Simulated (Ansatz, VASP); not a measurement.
# MgO in VASP and in Ansatz

Contents of INCAR:

```
PREC = Accurate
ENCUT = 520
EDIFF = 1E-7
ISMEAR = 0
SIGMA = 0.05
LREAL = False
LASPH = True
NELM = 60
ALGO = Normal
ISIF = 2
LWAVE = False
LCHARG = False
GGA = PE
NBANDS = 16
```

File KPOINTS:

```
Automatic mesh
0
Gamma
  9 9 6
```

File POSCAR:

```
MgO
1.0
    3.1197997655      0.0000000000      0.0000000000
   -1.5598998828      2.7018258517      0.0000000000
    0.0000000000      0.0000000000      5.7834848054
Mg O
2 2
Direct
    0.3333333333      0.6666666667      0.0258441501
    0.6666666667      0.3333333333      0.5258441501
    0.3333333333      0.6666666667      0.3982811987
    0.6666666667      0.3333333333      0.8982811987
```

Input for Ansatz:

```yaml
crystal:
  lattice:
    - [3.1197997655, 0.0, 0.0]
    - [-1.5598998828, 2.7018258517, 0.0]
    - [0.0, 0.0, 5.7834848054]
  atoms:
    - { symbol: Mg, position: [0.3333333333, 0.6666666667, 0.0258441501] }
    - { symbol: Mg, position: [0.6666666667, 0.3333333333, 0.5258441501] }
    - { symbol: O, position: [0.3333333333, 0.6666666667, 0.3982811987] }
    - { symbol: O, position: [0.6666666667, 0.3333333333, 0.8982811987] }
basis:
  ecutwfc: 520.0
kpoints:
  mp_grid: { grid: [9, 9, 6] }
hamiltonian:
  xc: pbe
  pseudopotentials: { kind: paw, azcp: { folder: soft_1 } }
scf:
  occupations: { method: gaussian, width: 0.05 }
output:
  forces: true
  stress: true
  eigenvalues: true
```

Alike in both runs: task single point; functional PBE; k mesh 9 × 9 × 6; occupations gaussian, width 0.05 eV; no spin polarisation.

|  | VASP | Ansatz |
| --- | --- | --- |
| version | VASP 6.6.1 | Ansatz 0.2.0 |
| potentials or method | VASP PAW PBE potentials, release 64 (Mg, O), cutoff 520 eV | scalar-relativistic, plane waves, PAW |
| valence electrons in the cell | 16 | 32 |

```csv
,VASP,Ansatz,Ansatz less VASP
gap on the k mesh at the Fermi level (eV),3.17,3.19,+0.024
least direct gap on the mesh (eV),3.17,3.19,+0.024
pressure (GPa),2.1,2.5,+0.38
"traceless stress, the component that is largest in VASP (GPa)",-19.19,-18.93,+0.262
rms of the force components (eV/Å),0.261,0.257,-0.0040
```

Atom by atom the forces differ by 0.004 eV/Å (rms over components). VASP's potentials hold 16 valence electrons a cell and Ansatz's 32, so a difference there can come from the potentials and not from the codes.
